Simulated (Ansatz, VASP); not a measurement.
**Be5Te2 in VASP and in Ansatz**

The input INCAR:

```
SYSTEM = Be5Te2
PREC     = Accurate       ! precision mode
ENCUT    = 600            ! plane-wave cutoff, eV
EDIFF    = 1E-7           ! SCF threshold, eV
ISMEAR   = 0              ! smearing method
SIGMA    = 0.1            ! smearing width, eV
LREAL    = .False.        ! projectors in reciprocal space
LASPH    = .True.         ! aspherical terms in the spheres
NELM     = 80             ! most SCF steps
ALGO     = Fast           ! electronic algorithm
ISIF     = 3              ! what is computed and relaxed
LWAVE    = .False.        ! write WAVECAR
LCHARG   = .False.        ! write CHGCAR
GGA      = PE             ! functional
IBRION   = 2              ! ionic algorithm
NSW      = 100            ! ionic steps
EDIFFG   = -0.01          ! ionic threshold
```

Contents of KPOINTS:

```
Automatic mesh
0
Gamma
  10 10 4
  0 0 0
```

The input POSCAR:

```
Be5Te2
1.0
    3.8277208048     -1.9930783791      0.0000000000
    3.8277208048      1.9930783791      0.0000000000
   -3.6480175986      0.0000000000      8.1190838897
Be Te
5 2
Direct
    0.0009158090      0.9990841910      0.0000000000
    0.5106767011      0.9233528476      0.9531700617
    0.0766471524      0.4893232989      0.0468299383
    0.3822906946      0.4198789333      0.8726057486
    0.5801210667      0.6177093054      0.1273942514
    0.7289364910      0.7791716215      0.7011240240
    0.2208283785      0.2710635090      0.2988759760
```

Input for Ansatz:

```yaml
crystal:
  lattice:
    - [3.8277208048, -1.9930783791, 0.0]
    - [3.8277208048, 1.9930783791, 0.0]
    - [-3.6480175986, 0.0, 8.1190838897]
  atoms:
    - { symbol: Be, position: [0.000915809, 0.999084191, 0.0] }
    - { symbol: Be, position: [0.5106767011, 0.9233528476, 0.9531700617] }
    - { symbol: Be, position: [0.0766471524, 0.4893232989, 0.0468299383] }
    - { symbol: Be, position: [0.3822906946, 0.4198789333, 0.8726057486] }
    - { symbol: Be, position: [0.5801210667, 0.6177093054, 0.1273942514] }
    - { symbol: Te, position: [0.728936491, 0.7791716215, 0.701124024] }
    - { symbol: Te, position: [0.2208283785, 0.271063509, 0.298875976] }
basis:
  ecutwfc: 420
kpoints:
  mp_grid: { grid: [10, 10, 4] }
hamiltonian:
  xc: pbe
scf:
  occupations: { method: gaussian, width: 0.1 }
output:
  forces: true
  stress: true
  eigenvalues: true
relax:
  adjacent_minimum: "off"
  f_tol: 0.01
  max_steps: 80
  cell: { stress_tol: 0.05 }
```

Change from the starting cell: the structure that the rattled cell fell into.

Alike in both runs: task relaxation of cell and atoms; functional PBE; k mesh 10 × 10 × 4; occupations gaussian, width 0.1 eV; no spin polarisation.

|  | VASP | Ansatz |
| --- | --- | --- |
| version | VASP 6.6.1 | Ansatz 0.2.0 |
| potentials or method | VASP PAW PBE potentials, release 64 (Be, Te), cutoff 600 eV | scalar-relativistic, plane waves, PAW |
| valence electrons in the cell | 22 | 42 |

```tsv
	VASP	Ansatz	Ansatz less VASP
gap on the k mesh at the Fermi level, each at its own relaxed structure (eV)	none	none	-
relaxed volume (Å³/atom)	17.69	17.74	+0.055
relaxed cell length with the largest relative difference (Å)	8.983	9.052	+0.0694
```

A gap of «none» marks a metal or a gap that the smearing closes. VASP's potentials hold 22 valence electrons a cell and Ansatz's 42, so a difference there can come from the potentials and not from the codes.

Spin-orbit coupling is off throughout.
